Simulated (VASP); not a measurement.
# SrTiO3 in VASP: a series of runs

The runs below take SrTiO3 through single point, with PBEsol.

Everything below comes from runs of VASP 6.6.1. Logs are shortened: lines on timing, memory, paths and dates and some standing lists are left out, and cuts for length are marked.

## (1) The cell of the first run

It takes space group P4mm (No. 99, tetragonal). The conventional cell has a = 3.891 Å, b = 3.891 Å, c = 3.891 Å, α = 90.00°, β = 90.00°, γ = 90.00°. Within 3.5 Å of Sr (site symmetry 4mm) lie 12 O at 2.68 to 2.82 Å and 8 Ti at 3.35 to 3.39 Å. Ti (site symmetry 4mm) has 6 O at 1.82 to 2.07 Å within 2.4 Å. Within 2.4 Å of O (site symmetry 4mm) lie 2 Ti at 1.82 to 2.07 Å. Within 2.6 Å of O (site symmetry 2mm) lie 2 Ti at 1.95 Å.

## (2) Single point, PBEsol

INCAR

```
SYSTEM = SrTiO3
  PREC = Accurate
  ENCUT = 520
  EDIFF = 1E-6
  ISMEAR = 0
  SIGMA = 0.05
  LREAL = .FALSE.
  LASPH = .TRUE.
  NELM = 80
  ALGO = Normal
  ISIF = 2
  LWAVE = .FALSE.
  LCHARG = .TRUE.
  GGA = PS
  LELF = .TRUE.
  LVHAR = .TRUE.
  NBANDS = 28
```

KPOINTS

```
regular mesh
0
G
  8 8 8
  0 0 0
```

POSCAR

```
SrTiO3
1.0
    3.8913815400      0.0000000000      0.0000000000
    0.0000000000      3.8913815400      0.0000000000
    0.0000000000      0.0000000000      3.8913815400
Sr Ti O
1 1 3
Direct
    0.0048145112      0.0000000000      0.0000000000
    0.5118852015      0.5000000000      0.5000000000
   -0.0194219610      0.5000000000      0.5000000000
    0.4787479076      0.0000000000      0.5000000000
    0.4787479076      0.5000000000      0.0000000000
```

Potentials or basis: VASP PAW PBE potentials, release 64 (Sr_sv, Ti_sv, O).

The run is started by

```bash
cat potpaw_PBE.64/Sr_sv/POTCAR potpaw_PBE.64/Ti_sv/POTCAR potpaw_PBE.64/O/POTCAR > POTCAR
mpirun -np 1 vasp_std > vasp.out
```

OUTCAR:

```text
SYSTEM = SrTiO3
   PREC = Accurate
   ENCUT = 520
   EDIFF = 1E-6
   ISMEAR = 0
   LREAL = .FALSE.
   LASPH = .TRUE.
   NELM = 80
   ISIF = 2
   GGA = PS

 ion  position               nearest neighbor table
   1  0.005  0.000  0.000-   4 2.68   5 2.68   4 2.68   5 2.68   3 2.75   3 2.75   3 2.75   3 2.75
                             4 2.82   5 2.82   4 2.82   5 2.82   2 3.35   2 3.35   2 3.35   2 3.35
   2  0.512  0.500  0.500-   3 1.82   4 1.95   5 1.95   5 1.95   4 1.95   3 2.07   1 3.35   1 3.35
                             1 3.35   1 3.35   1 3.39   1 3.39   1 3.39   1 3.39
   3  0.981  0.500  0.500-   2 1.82   2 2.07   1 2.75   1 2.75   1 2.75   1 2.75
   4  0.479  0.000  0.500-   2 1.95   2 1.95   1 2.68   1 2.68   1 2.82   1 2.82
   5  0.479  0.500  0.000-   2 1.95   2 1.95   1 2.68   1 2.68   1 2.82   1 2.82

  LATTYP: Found a simple cubic cell.
 ALAT       =     3.8913815400

  Lattice vectors:

 A1 = (   3.8913815400,   0.0000000000,   0.0000000000)
 A2 = (   0.0000000000,   3.8913815400,   0.0000000000)
 A3 = (   0.0000000000,   0.0000000000,   3.8913815400)

Analysis of symmetry for initial positions (statically):
=====================================================================
 Subroutine PRICEL returns:
 Original cell was already a primitive cell.

 Routine SETGRP: Setting up the symmetry group for a
 simple cubic supercell.

 Subroutine GETGRP returns: Found  8 space group operations
 (whereof  8 operations were pure point group operations)
 out of a pool of 48 trial point group operations.

The static configuration has the point symmetry C_4v.

Analysis of symmetry for dynamics (positions and initial velocities):
=====================================================================
 Subroutine PRICEL returns:
 Original cell was already a primitive cell.

 Routine SETGRP: Setting up the symmetry group for a
 simple cubic supercell.

 Subroutine GETGRP returns: Found  8 space group operations
 (whereof  8 operations were pure point group operations)
 out of a pool of 48 trial point group operations.

The dynamic configuration has the point symmetry C_4v.

 Subroutine INISYM returns: Found  8 space group operations
 (whereof  8 operations are pure point group operations),
 and found     1 'primitive' translations

[... 88 lines left out ...]
   NGX,Y,Z   is equivalent  to a cutoff of  12.82, 12.82, 12.82 a.u.
   NGXF,Y,Z  is equivalent  to a cutoff of  25.63, 25.63, 25.63 a.u.
 SYSTEM =  SrTiO3
   PREC   = accura    normal or accurate (medium, high low for compatibility)
   ISTART =      0    job   : 0-new  1-cont  2-samecut
   ICHARG =      2    charge: 1-file 2-atom 10-const
   ISPIN  =      1    spin polarized calculation?
   LNONCOLLINEAR =      F non collinear calculations
   LSORBIT =      F    spin-orbit coupling
   LASPH  =      T    aspherical Exc in radial PAW
   ENCUT  =  520.0 eV  38.22 Ry    6.18 a.u.   7.24  7.24  7.24*2*pi/ulx,y,z
   NELM   =     80;   NELMIN=  2; NELMDL= -5     # of ELM steps
   EDIFF  = 0.1E-05   stopping-criterion for ELM
   LREAL  =      F    real-space projection
[... 7 lines left out ...]
   TEBEG  =    0.0;   TEEND  =   0.0 temperature during run
   PSTRESS=    0.0 pullay stress
   NELECT =      40.0000    total number of electrons
   NUPDOWN=      -1.0000    fix difference up-down
   EMIN   =  10.00;   EMAX   =-10.00  energy-range for DOS
   EFERMI =   0.00;   METHOD = LEGACY
   ISMEAR =     0;   SIGMA  =   0.05  broadening in eV -4-tet -1-fermi 0-gaus
   EFERMI_NEDOS =   21; number of points for ismear=-14 and -15
   IALGO  =     38    algorithm
   IMIX   =      4    mixing-type and parameters
     AMIX     =   0.40;   BMIX     =  1.00
     AMIX_MAG =   1.60;   BMIX_MAG =  1.00
  volume/ion in A,a.u.               =      11.79        79.53
  Fermi-wavevector in a.u.,A,eV,Ry     =   1.438769  2.718879 28.164817  2.070056
  Thomas-Fermi vector in A             =   2.557699
   LORBIT       =      0    0 simple, 1 ext, 2 COOP (PROOUT), +10 PAW based schemes
   GGA     = PS    functional components
   LHFCALC =     F    Hartree Fock is set to
   AEXX    =    0.0000 exact exchange contribution
   IVDW    =     0    specifies the selected vdW correction
   LEPSILON=     F    determine dielectric tensor
   LRPA    =     F    only Hartree local field effects (RPA)
 non-spin polarized calculation
 Gauss-broadening in eV      SIGMA  =   0.05
  energy-cutoff  :      520.00
  volume of cell :       58.93
 maximum number of plane-waves:      1622
 NGX is ok and might be reduce to    30
   NGX = 15   NGY = 15   NGZ = 15

 number of electron      40.0000011 magnetization

 Free energy of the ion-electron system (eV)
  ---------------------------------------------------
  ext. energy  EPLUGINS =         0.00000000
  ---------------------------------------------------
  free energy    TOTEN  =       -42.00411406 eV

  energy without entropy =      -42.00411406  energy(sigma->0) =      -42.00411406

 E-fermi :   4.4836     XC(G=0): -11.5900

 val. band max:        4.1338534807   @ k =   0.5000   0.5000   0.5000
 cond. band min:       6.0015113281   @ k =   0.0000   0.0000   0.0000
 fundamental gap:      1.8676578474
 Fermi energy:         4.4836068132

 k-point     1 :       0.0000    0.0000    0.0000
  band No.  band energies     occupation
      1     -51.9537      2.00000
      2     -28.5034      2.00000
      3     -28.3760      2.00000
      4     -28.3206      2.00000
      5     -28.3206      2.00000
      6     -13.2942      2.00000
[... 733 lines left out ...]
     27      12.0963      0.00000
     28      12.4335      0.00000

 [... further k-points ...]
[... 5 lines left out ...]
  --------------------------------------------------------------------------------------
  -------------------------------------------------------------------------------------
  Total        1.3932497      0.2400460      0.2400460      0.0000000      0.0000000     -0.0000000
  in kB       37.8815813      6.5266981      6.5266981      0.0000000      0.0000000     -0.0000000
  external PRESSURE =      16.9783259 kB  Pullay stress =       0.0000000 kB

 VOLUME and BASIS-vectors are now :
 -----------------------------------------------------------------------------
  energy-cutoff  :      520.00
  volume of cell :       58.93
      direct lattice vectors                 reciprocal lattice vectors
     3.891381540  0.000000000  0.000000000     0.256978143  0.000000000  0.000000000
     0.000000000  3.891381540  0.000000000     0.000000000  0.256978143  0.000000000
     0.000000000  0.000000000  3.891381540     0.000000000  0.000000000  0.256978143

 POSITION                                       TOTAL-FORCE (eV/Angst)
 -----------------------------------------------------------------------------------
      0.01874      0.00000      0.00000         0.030680     -0.000000      0.000000
      1.99194      1.94569      1.94569        -0.416510     -0.000000     -0.000000
      3.81580      1.94569      1.94569         0.329264     -0.000000      0.000000
      1.86299      0.00000      1.94569         0.028283     -0.000000     -0.000000
      1.86299      1.94569      0.00000         0.028283      0.000000      0.000000
 -----------------------------------------------------------------------------------
    total drift:                                0.000321      0.000000     -0.000004

  FREE ENERGIE OF THE ION-ELECTRON SYSTEM (eV)
  ---------------------------------------------------
  free  energy   TOTEN  =       -42.0041140616 eV

  energy  without entropy=      -42.0041140616  energy(sigma->0) =      -42.00411406
```

OSZICAR:

```text
N       E                     dE             d eps       ncg     rms          rms(c)
DAV:   1     0.431265761641E+03    0.43127E+03   -0.21338E+04  4200   0.159E+03
DAV:   2    -0.535781430679E+01   -0.43662E+03   -0.41645E+03  4816   0.439E+02
DAV:   3    -0.493275966831E+02   -0.43970E+02   -0.43638E+02  5792   0.135E+02
DAV:   4    -0.514280606951E+02   -0.21005E+01   -0.20960E+01  6312   0.253E+01
DAV:   5    -0.514772527710E+02   -0.49192E-01   -0.49180E-01  5788   0.339E+00    0.277E+01
DAV:   6    -0.420855213784E+02    0.93917E+01   -0.48413E+01  5960   0.645E+01    0.155E+01
DAV:   7    -0.420978811340E+02   -0.12360E-01   -0.74961E+00  5556   0.207E+01    0.117E+01
DAV:   8    -0.421048245158E+02   -0.69434E-02   -0.16122E+00  5088   0.136E+01    0.303E+00
DAV:   9    -0.420145736479E+02    0.90251E-01   -0.39524E-01  5192   0.632E+00    0.120E+00
DAV:  10    -0.420099461430E+02    0.46275E-02   -0.96618E-02  5396   0.220E+00    0.733E-01
DAV:  11    -0.420041694290E+02    0.57767E-02   -0.24931E-02  6220   0.153E+00    0.145E-01
DAV:  12    -0.420041301060E+02    0.39323E-04   -0.17501E-03  5144   0.456E-01    0.115E-01
DAV:  13    -0.420041161812E+02    0.13925E-04   -0.42402E-04  6132   0.152E-01    0.433E-02
DAV:  14    -0.420041185122E+02   -0.23310E-05   -0.76433E-05  5692   0.855E-02    0.248E-02
DAV:  15    -0.420041147840E+02    0.37281E-05   -0.13304E-05  5688   0.340E-02    0.164E-02
DAV:  16    -0.420041140616E+02    0.72244E-06   -0.79873E-06  5016   0.239E-02
   1 F= -.42004114E+02 E0= -.42004114E+02  d E =-.319262E-25
```

Wall time 4.3 min (1 thread of Intel Xeon Platinum 8259CL at 2.50GHz (Skylake/Cascade Lake), shared host); peak memory 0.25 GiB.

What came out:

```
Free energy            : -42.0041 eV
Pressure               : 1.7 GPa
Largest force          : 0.417 eV/Å
Band gap on the k mesh : 1.87 eV, indirect (least direct gap 2.39 eV)
```

Forces in eV/Å, atoms in the order of the input:
```
Sr   0.031  0.000  0.000
Ti  -0.417  0.000  0.000
O    0.329  0.000  0.000
O    0.028  0.000  0.000
O    0.028  0.000  0.000
```

Caveat: the PAW data sets were made with another functional, which shifts forces and pressure a little.

(Continued in part 2 of 3.)
